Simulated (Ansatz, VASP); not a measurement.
**Two plane-wave programs on Mn2C**

Contents of INCAR:

```
SYSTEM = Mn2C
PREC     = Accurate       ! precision mode
ENCUT    = 600            ! plane-wave cutoff, eV
EDIFF    = 1E-7           ! SCF threshold, eV
ISMEAR   = 0              ! smearing method
SIGMA    = 0.1            ! smearing width, eV
LREAL    = .False.        ! projectors in reciprocal space
LASPH    = .True.         ! aspherical terms in the spheres
NELM     = 200            ! most SCF steps
ALGO     = Normal         ! electronic algorithm
ISIF     = 3              ! what is computed and relaxed
LWAVE    = .False.        ! write WAVECAR
LCHARG   = .False.        ! write CHGCAR
ISPIN    = 2              ! spin polarisation
MAGMOM   = 4 4 0          ! initial moments
LORBIT   = 11             ! projections on sites
LMAXMIX  = 4              ! l up to which the mixer works
GGA      = PE             ! functional
IBRION   = 2              ! ionic algorithm
NSW      = 90             ! ionic steps
EDIFFG   = -0.04          ! ionic threshold
GGA_COMPAT= .False.      
NELMIN   = 4
```

The input KPOINTS:

```
Automatic mesh
0
Gamma
  6 6 6
  0 0 0
```

File POSCAR:

```
Mn2C
1.0
    0.0000000000      2.6909572000      2.6909572000
    2.6909572000      0.0000000000      2.6909572000
    2.6909572000      2.6909572000      0.0000000000
Mn C
2 1
Direct
    0.2500000000      0.2500000000      0.2500000000
    0.7500000000      0.7500000000      0.7500000000
    0.0000000000      0.0000000000      0.0000000000
```

Input for Ansatz:

```yaml
crystal:
  lattice:
    - [0.0, 2.6909572, 2.6909572]
    - [2.6909572, 0.0, 2.6909572]
    - [2.6909572, 2.6909572, 0.0]
  atoms:
    - { symbol: Mn, position: [0.25, 0.25, 0.25], spin: 4.0 }
    - { symbol: Mn, position: [0.75, 0.75, 0.75], spin: 4.0 }
    - { symbol: C, position: [0.0, 0.0, 0.0] }
basis:
  ecutwfc: 420
kpoints:
  mp_grid: { grid: [6, 6, 6] }
hamiltonian:
  xc: pbe
scf:
  occupations: { method: gaussian, width: 0.1 }
  lower_state_search: "off"
output:
  forces: true
  stress: true
  eigenvalues: true
  populations: true
magnetization:
  spin_polarized: true
relax:
  adjacent_minimum: "off"
  f_tol: 0.04
  max_steps: 70
  cell: { stress_tol: 0.4 }
```

Change from the starting cell: species swapped into the Li2S type (Fm-3m, No. 225).

Alike in both runs: task relaxation of cell and atoms; functional PBE; k mesh 6 × 6 × 6; occupations gaussian, width 0.1 eV; collinear spin.

|  | VASP | Ansatz |
| --- | --- | --- |
| version | VASP 6.6.1 | Ansatz 0.2.0 |
| potentials or method | VASP PAW PBE potentials, release 64 (Mn_pv, C), cutoff 600 eV | scalar-relativistic, plane waves, PAW |
| valence electrons in the cell | 30 | 34 |

Ansatz gave:

* gap on the k mesh at the Fermi level, each at its own relaxed structure (eV): none
* net moment per atom (μB): 1.44
* size of the moment on the site where the two differ most (μB): 2.00
* relaxed volume (Å³/atom): 9.83
* relaxed length of the cell vector where the two differ most in proportion (Å): 3.468

Problem. Estimate VASP's values.

Solution. gap on the k mesh at the Fermi level, each at its own relaxed structure (eV): none; net moment per atom (μB): 1.45; size of the moment on the site where the two differ most (μB): 2.19; relaxed volume (Å³/atom): 9.84; relaxed length of the cell vector where the two differ most in proportion (Å): 3.469.

Site moments also hang on the region over which each program counts them. A gap of «none» marks a metal or a gap that the smearing closes. VASP's potentials hold 30 valence electrons a cell and Ansatz's 34, so a difference there can come from the potentials and not from the codes.

Noted on VASP's run: the volume moved by over 15 % at a fixed basis, so the end points are rough.
